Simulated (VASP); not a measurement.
# Br (P6_3/mmc) in VASP: a series of runs

Br is run at these levels: PBEsol; tasks: single point.

Program: VASP 6.6.1. These are calculated values, not measurements. Logs are shortened: lines on timing, memory, paths and dates and some standing lists are left out, and cuts for length are marked.

### Step 1. The cell of the first run

Symmetry: P6_3/mmc, No. 194, hexagonal system. The conventional cell has a = 3.584 Å, b = 3.584 Å, c = 4.290 Å, α = 90.00°, β = 90.00°, γ = 120.00°. Br (site symmetry -6m2) has 12 Br at 2.98 to 3.58 Å within 3.9 Å.

### Step 2. Single point, PBEsol (volume scaled by 0.92)

The input, INCAR:

```
PREC = Accurate ; ENCUT = 520
EDIFF = 1E-6 ; ISMEAR = -1
SIGMA = 0.1 ; LREAL = F
LASPH = T ; NELM = 80
ALGO = Normal ; ISIF = 2
LWAVE = F ; LCHARG = F
GGA = PS ; NBANDS = 14
```

The input, KPOINTS:

```
Automatic mesh
0
Gamma
  14 14 8
```

The input, POSCAR:

```
Br
1.0
    3.5841424329      0.0000000001      0.0000000000
   -1.7920712165      3.1039583976      0.0000000000
    0.0000000000      0.0000000000      4.2898765823
Br
2
Direct
    0.3333333333      0.6666666667      0.2500000000
    0.6666666667      0.3333333333      0.7500000000
```

Potentials or basis: VASP PAW PBE potentials, release 64 (Br).

The run is started by

```
> cat potpaw_PBE.64/Br/POTCAR > POTCAR
> mpirun -np 1 vasp_std > vasp.out
```

OUTCAR:

```text
PREC = Accurate
   ENCUT = 520
   EDIFF = 1E-6
   ISMEAR = -1
   LREAL = F
   LASPH = T
   NELM = 80
   ISIF = 2
   GGA = PS

 ion  position               nearest neighbor table
   1  0.333  0.667  0.250-
   2  0.667  0.333  0.750-

  LATTYP: Found a hexagonal cell.
 ALAT       =     3.5841424329
 C/A-ratio  =     1.1969046048

  Lattice vectors:

 A1 = (   3.5841424329,   0.0000000001,   0.0000000000)
 A2 = (  -1.7920712165,   3.1039583976,   0.0000000000)
 A3 = (   0.0000000000,   0.0000000000,   4.2898765823)

Analysis of symmetry for initial positions (statically):
=====================================================================
 Subroutine PRICEL returns:
 Original cell was already a primitive cell.

 Routine SETGRP: Setting up the symmetry group for a
 hexagonal supercell.

 Subroutine GETGRP returns: Found 24 space group operations
 (whereof 12 operations were pure point group operations)
 out of a pool of 24 trial point group operations.

The static configuration has the point symmetry D_3d.
 The point group associated with its full space group is D_6h.

Analysis of symmetry for dynamics (positions and initial velocities):
=====================================================================
 Subroutine PRICEL returns:
 Original cell was already a primitive cell.

 Routine SETGRP: Setting up the symmetry group for a
 hexagonal supercell.

 Subroutine GETGRP returns: Found 24 space group operations
 (whereof 12 operations were pure point group operations)
 out of a pool of 24 trial point group operations.

The dynamic configuration has the point symmetry D_3d.
 The point group associated with its full space group is D_6h.

 Subroutine INISYM returns: Found 24 space group operations
 (whereof 12 operations are pure point group operations),
 and found     1 'primitive' translations

----------------------------------------------------------------------------------------

                                     Primitive cell

  volume of cell :      47.7250

  direct lattice vectors                    reciprocal lattice vectors
     3.584142433  0.000000000  0.000000000     0.279006769  0.161084633  0.000000000
    -1.792071216  3.103958398  0.000000000    -0.000000000  0.322169266  0.000000000
     0.000000000  0.000000000  4.289876582     0.000000000  0.000000000  0.233106939

  length of vectors
     3.584142433  3.584142433  4.289876582     0.322169266  0.322169266  0.233106939

  position of ions in fractional coordinates (direct lattice)
     0.333333333  0.666666667  0.250000000
     0.666666667  0.333333333  0.750000000

  ion indices of the primitive-cell ions
   primitive index   ion index
                 1           1
                 2           2

----------------------------------------------------------------------------------------

 KPOINTS: Automatic mesh

Automatic generation of k-mesh.
 Grid dimensions read from file:
 generate k-points for:   14   14    8

 Generating k-lattice:

  Cartesian coordinates                     Fractional coordinates (reciprocal lattice)
     0.019929055  0.011506045  0.000000000     0.071428571  0.000000000  0.000000000
    -0.000000000  0.023012090  0.000000000     0.000000000  0.071428571  0.000000000
     0.000000000  0.000000000  0.029138367     0.000000000  0.000000000  0.125000000

  Length of vectors
     0.023012090  0.023012090  0.029138367

  Shift w.r.t. Gamma in fractional coordinates (k-lattice)
     0.000000000  0.000000000  0.000000000

 Subroutine IBZKPT returns following result:
 ===========================================

 Found    120 irreducible k-points:

 Following reciprocal coordinates:
            Coordinates               Weight
  0.000000  0.000000  0.000000      1.000000
  0.071429  0.000000  0.000000      6.000000
  0.142857  0.000000  0.000000      6.000000
  0.214286  0.000000  0.000000      6.000000
  0.285714  0.000000  0.000000      6.000000
  0.357143  0.000000  0.000000      6.000000
[... 16 lines left out ...]
  0.285714  0.285714  0.000000      6.000000
  0.357143  0.285714  0.000000      6.000000
 [... further k-points ...]
   k-points           NKPTS =    120   k-points in BZ     NKDIM =    120   number of bands    NBANDS=     14
   number of dos      NEDOS =    301   number of ions     NIONS =      2
   total plane-waves  NPLWV =  25088
   dimension x,y,z NGX =    28 NGY =   28 NGZ =   32
   dimension x,y,z NGXF=    56 NGYF=   56 NGZF=   64
   ions per type =               2
   NGX,Y,Z   is equivalent  to a cutoff of  12.99, 12.99, 12.40 a.u.
   NGXF,Y,Z  is equivalent  to a cutoff of  25.97, 25.97, 24.80 a.u.
 SYSTEM =  unknown system
   PREC   = accura    normal or accurate (medium, high low for compatibility)
   ISTART =      0    job   : 0-new  1-cont  2-samecut
   ICHARG =      2    charge: 1-file 2-atom 10-const
   ISPIN  =      1    spin polarized calculation?
   LNONCOLLINEAR =      F non collinear calculations
   LSORBIT =      F    spin-orbit coupling
   LASPH  =      T    aspherical Exc in radial PAW
   ENCUT  =  520.0 eV  38.22 Ry    6.18 a.u.   6.66  6.66  7.98*2*pi/ulx,y,z
   NELM   =     80;   NELMIN=  2; NELMDL= -5     # of ELM steps
   EDIFF  = 0.1E-05   stopping-criterion for ELM
   LREAL  =      F    real-space projection
   EDIFFG = 0.1E-04   stopping-criterion for IOM
   NSW    =      0    number of steps for IOM
   IBRION =     -1    ionic relax: 0-MD 1-quasi-New 2-CG
   NFREE  =      0    steps in history (QN), initial steepest desc. (CG)
   ISIF   =      2    stress and relaxation
   ISYM   =      2    0-nonsym 1-usesym 2-fastsym
   POTIM  = 0.5000    time-step for ionic-motion
   TEBEG  =    0.0;   TEEND  =   0.0 temperature during run
   PSTRESS=    0.0 pullay stress
   NELECT =      14.0000    total number of electrons
   NUPDOWN=      -1.0000    fix difference up-down
   EMIN   =  10.00;   EMAX   =-10.00  energy-range for DOS
   EFERMI =   0.00;   METHOD = LEGACY
   ISMEAR =    -1;   SIGMA  =   0.10  broadening in eV -4-tet -1-fermi 0-gaus
   EFERMI_NEDOS =   21; number of points for ismear=-14 and -15
   IALGO  =     38    algorithm
   IMIX   =      4    mixing-type and parameters
     AMIX     =   0.40;   BMIX     =  1.00
     AMIX_MAG =   1.60;   BMIX_MAG =  1.00
  volume/ion in A,a.u.               =      23.86       161.03
  Fermi-wavevector in a.u.,A,eV,Ry     =   1.087766  2.055580 16.098891  1.183235
  Thomas-Fermi vector in A             =   2.223933
   LORBIT       =      0    0 simple, 1 ext, 2 COOP (PROOUT), +10 PAW based schemes
   GGA     = PS    functional components
   LHFCALC =     F    Hartree Fock is set to
   AEXX    =    0.0000 exact exchange contribution
   IVDW    =     0    specifies the selected vdW correction
   LEPSILON=     F    determine dielectric tensor
   LRPA    =     F    only Hartree local field effects (RPA)
 non-spin polarized calculation
  energy-cutoff  :      520.00
  volume of cell :       47.73
 maximum number of plane-waves:      1311
 NGX is ok and might be reduce to    28
   NGX = 13   NGY = 13   NGZ = 15

 number of electron      13.9999998 magnetization

 Free energy of the ion-electron system (eV)
  ---------------------------------------------------
  ext. energy  EPLUGINS =         0.00000000
  ---------------------------------------------------
  free energy    TOTEN  =        -2.82650469 eV

  energy without entropy =       -2.75537720  energy(sigma->0) =       -2.79094095

 E-fermi :   2.9989     XC(G=0):  -9.9021

 val. band max:        2.9870094940   @ k =   0.0714   0.0714   0.1250
 cond. band min:       3.0040591630   @ k =   0.2857   0.1429   0.0000
 fundamental gap:      0.0170496690
 Fermi energy:         2.9989134513

 k-point     1 :       0.0000    0.0000    0.0000
  band No.  band energies     occupation
      1     -13.6136      2.00000
      2     -10.3233      2.00000
      3      -2.3671      2.00000
      4       0.9950      2.00000
      5       0.9950      2.00000
      6       2.9842      1.07355
      7       2.9842      1.07354
      8       4.4509      0.00000
      9       8.6577      0.00000
     10      10.2342      0.00000
     11      13.5388      0.00000
     12      13.5388      0.00000
     13      15.3030      0.00000
     14      15.3030      0.00000

 k-point     2 :       0.0714    0.0000    0.0000
  band No.  band energies     occupation
      1     -13.5684      2.00000
      2     -10.3375      2.00000
      3      -2.3099      2.00000
      4       0.8056      2.00000
      5       0.9005      2.00000
      6       2.8164      1.72246
      7       3.0375      0.80955
      8       4.3335      0.00000
      9       8.8800      0.00000
     10      10.5207      0.00000
     11      13.1079      0.00000
     12      13.6498      0.00000
     13      15.1004      0.00000
     14      15.2071      0.00000

 k-point     3 :       0.1429    0.0000    0.0000
  band No.  band energies     occupation
      1     -13.4352      2.00000
      2     -10.3844      2.00000
      3      -2.1403      2.00000
      4       0.3259      2.00000
      5       0.6672      2.00000
      6       2.3977      1.99512
      7       3.1528      0.35339
      8       4.0001      0.00009
      9       9.4051      0.00000
     10      11.1286      0.00000
     11      12.5746      0.00000
     12      14.0032      0.00000
     13      14.6520      0.00000
     14      14.7630      0.00000

 k-point     4 :       0.2143    0.0000    0.0000
  band No.  band energies     occupation
      1     -13.2222      2.00000
      2     -10.4746      2.00000
      3      -1.8648      2.00000
      4      -0.2684      2.00000
      5       0.3841      2.00000
      6       1.8827      1.99997
      7       3.2604      0.13640
      8       3.4991      0.01336
      9       9.6811      0.00000
     10      11.6490      0.00000
     11      12.8374      0.00000
     12      14.0338      0.00000
     13      14.1674      0.00000
     14      14.6340      0.00000

 k-point     5 :       0.2857    0.0000    0.0000
  band No.  band energies     occupation
      1     -12.9453      2.00000
      2     -10.6189      2.00000
      3      -1.4971      2.00000
      4      -0.8291      2.00000
      5       0.1169      2.00000
      6       1.3874      2.00000
      7       2.8942      1.48051
      8       3.3282      0.07167
      9       9.3419      0.00000
     10      12.6322      0.00000
     11      13.1939      0.00000
[... 276 lines left out ...]
 k-point    22 :       0.3571    0.2143    0.0000
  band No.  band energies     occupation
      1     -11.9951      2.00000
      2     -11.2867      2.00000
      3      -1.9251      2.00000
      4      -0.1619      2.00000
      5      -0.1163      2.00000
      6       0.6328      2.00000
      7       1.1427      2.00000
      8       2.6568      1.93672
      9      10.4478      0.00000
     10      10.4633      0.00000
     11      13.2345      0.00000
     12      14.1859      0.00000
     13      16.3970      0.00000
     14      17.1712      0.00000

 k-point    23 :       0.2857    0.2857    0.0000
  band No.  band energies     occupation
      1     -11.9587      2.00000
      2     -11.3127      2.00000
      3      -1.9769      2.00000
      4      -0.1306      2.00000
      5      -0.0586      2.00000
      6       0.6537      2.00000
      7       1.0909      2.00000
      8       2.5166      1.98404
      9      10.2912      0.00000
     10      11.4716      0.00000
     11      12.1780      0.00000
     12      14.2339      0.00000
     13      17.1898      0.00000
     14      17.4501      0.00000

 k-point    24 :       0.3571    0.2857    0.0000
  band No.  band energies     occupation
      1     -11.7650      2.00000
      2     -11.4862      2.00000
      3      -2.0753      2.00000
      4       0.0757      2.00000
      5       0.2608      2.00000
      6       0.4140      2.00000
      7       0.7549      2.00000
      8       2.4438      1.99227
      9      10.1400      0.00000
     10      11.6140      0.00000
     11      13.0598      0.00000
     12      13.2982      0.00000
     13      17.5668      0.00000
     14      17.8145      0.00000

 [... further k-points ...]
[... 5 lines left out ...]
  --------------------------------------------------------------------------------------
  -------------------------------------------------------------------------------------
  Total        0.9161466      0.9161466      0.9190544      0.0000000     -0.0000000      0.0000000
  in kB       30.7559815     30.7559815     30.8535996      0.0000000     -0.0000000      0.0000000
  external PRESSURE =      30.7885208 kB  Pullay stress =       0.0000000 kB

 VOLUME and BASIS-vectors are now :
 -----------------------------------------------------------------------------
  energy-cutoff  :      520.00
  volume of cell :       47.73
      direct lattice vectors                 reciprocal lattice vectors
     3.584142433  0.000000000  0.000000000     0.279006769  0.161084633  0.000000000
    -1.792071216  3.103958398  0.000000000    -0.000000000  0.322169266  0.000000000
     0.000000000  0.000000000  4.289876582     0.000000000  0.000000000  0.233106939

 POSITION                                       TOTAL-FORCE (eV/Angst)
 -----------------------------------------------------------------------------------
     -0.00000      2.06931      1.07247        -0.000000      0.000000      0.000000
      1.79207      1.03465      3.21741         0.000000     -0.000000      0.000000
 -----------------------------------------------------------------------------------
    total drift:                               -0.000000      0.000000      0.000000

  FREE ENERGIE OF THE ION-ELECTRON SYSTEM (eV)
  ---------------------------------------------------
  free  energy   TOTEN  =        -2.8265046944 eV

  energy  without entropy=       -2.7553772009  energy(sigma->0) =       -2.79094095
```

It took 25 s on 1 thread of Intel Xeon 6975P-C (Granite Rapids), shared host; peak memory 0.2 GiB.

What came out:

```
Free energy            : -2.8265 eV
Pressure               : 3.1 GPa
Band gap on the k mesh : zero (band 7 reaches 4.03 eV, above the bottom of band 8 at 1.97 eV)
```

Caveat: the cell differs from its parent crystal (volume scaled by 0.92); the PAW data sets were made with another functional, which shifts forces and pressure a little.

### Step 3. Single point, PBEsol (volume scaled by 0.92)

The input, INCAR:

```
SYSTEM = Br
PREC = Accurate
ENCUT = 520
EDIFF = 1E-6
ISMEAR = -1
SIGMA = 0.1
LREAL = .FALSE.
LASPH = .TRUE.
NELM = 100
ALGO = Normal
ISIF = 2
LWAVE = .FALSE.
LCHARG = .FALSE.
GGA = PS
NBANDS = 14
```

The input, KPOINTS:

```
regular mesh
0
G
  14 14 8
  0 0 0
```

POSCAR is that of step 2.

Potentials or basis: VASP PAW PBE potentials, release 64 (Br).

The run is started by

```
> cat potpaw_PBE.64/Br/POTCAR > POTCAR
> mpirun -np 1 vasp_std > vasp.out
```

Run time: 31 s. Hardware: 1 thread of Intel Xeon 6975P-C (Granite Rapids), shared host; peak memory 0.2 GiB.

The run converged. Its results:

| Item | Value |
| --- | --- |
| Free energy | -2.8265 eV |
| Pressure | 3.1 GPa |
| Band gap on the k mesh | zero (band 7 reaches 4.03 eV, above the bottom of band 8 at 1.97 eV) |

Levels at points of the mesh, in eV from the Fermi level:
```csv
k point,band 4,band 5,band 6,band 7,band 8,band 9,band 10,band 11
"(0.00, 0.00, 0.00)",-2.00,-2.00,-0.01,-0.01,1.45,5.66,7.24,10.54
"(0.50, 0.00, 0.00)",-3.44,-3.28,-2.37,-1.55,0.37,5.47,9.34,10.00
"(0.00, 0.00, 0.50)",-2.24,-1.03,-1.03,-1.03,-1.03,8.56,8.56,9.68
"(0.50, 0.00, 0.50)",-5.66,-1.82,-1.82,-0.01,-0.01,7.90,7.90,11.62
```

Caveat: the cell differs from its parent crystal (volume scaled by 0.92); the PAW data sets were made with another functional, which shifts forces and pressure a little.

### Step 4. Single point, PBEsol

This run uses another cell than the first one, of 25.94 Å³/atom, 1.087 times its volume.

The input, INCAR:

```
SYSTEM = Br
  PREC = Accurate
  ENCUT = 520
  EDIFF = 1E-7
  ISMEAR = -1
  SIGMA = 0.1
  LREAL = .FALSE.
  LASPH = .TRUE.
  NELM = 60
  ALGO = Normal
  ISIF = 2
  LWAVE = .FALSE.
  LCHARG = .TRUE.
  GGA = PS
  LELF = .TRUE.
  LVHAR = .TRUE.
  NBANDS = 14
```

KPOINTS is that of step 3.

The input, POSCAR:

```
Br
1.0
    3.7418391860      0.0000000000      0.0000000000
   -1.8709195930      3.2405277920      0.0000000000
    0.0000000000      0.0000000000      4.2781622693
Br
2
Direct
    0.3333333333      0.6666666667      0.2500000000
    0.6666666667      0.3333333333      0.7500000000
```

The run is started by

```
> cat potpaw_PBE.64/Br/POTCAR > POTCAR
> mpirun -np 1 vasp_std > vasp.out
```

It took 30 s on 1 thread of Intel Xeon 6975P-C (Granite Rapids), shared host; peak memory 0.2 GiB.

Results (log left out):

* Free energy: -2.8637 eV
* Pressure: 0.0 GPa
* Band gap on the k mesh: zero (band 7 reaches 3.05 eV, above the bottom of band 8 at 0.98 eV)

Levels at points of the mesh, in eV from the Fermi level:
| k point | band 3 | band 4 | band 5 | band 6 | band 7 | band 8 | band 9 | band 10 | band 11 | band 12 |
| --- | --- | --- | --- | --- | --- | --- | --- | --- | --- | --- |
| (0.00, 0.00, 0.00) | -4.69 | -2.08 | -2.08 | -0.12 | -0.12 | 1.18 | 5.81 | 6.83 | 10.44 | 10.44 |
| (0.50, 0.00, 0.00) | -4.11 | -3.16 | -3.03 | -1.93 | -1.35 | 0.34 | 5.76 | 9.60 | 9.94 | 10.25 |
| (0.00, 0.00, 0.50) | -2.16 | -2.16 | -1.11 | -1.11 | -1.11 | -1.11 | 8.64 | 8.64 | 9.54 | 9.54 |
| (0.50, 0.00, 0.50) | -5.12 | -5.12 | -1.74 | -1.74 | 0.06 | 0.06 | 8.04 | 8.04 | 12.07 | 12.07 |

Caveat: the PAW data sets were made with another functional, which shifts forces and pressure a little.
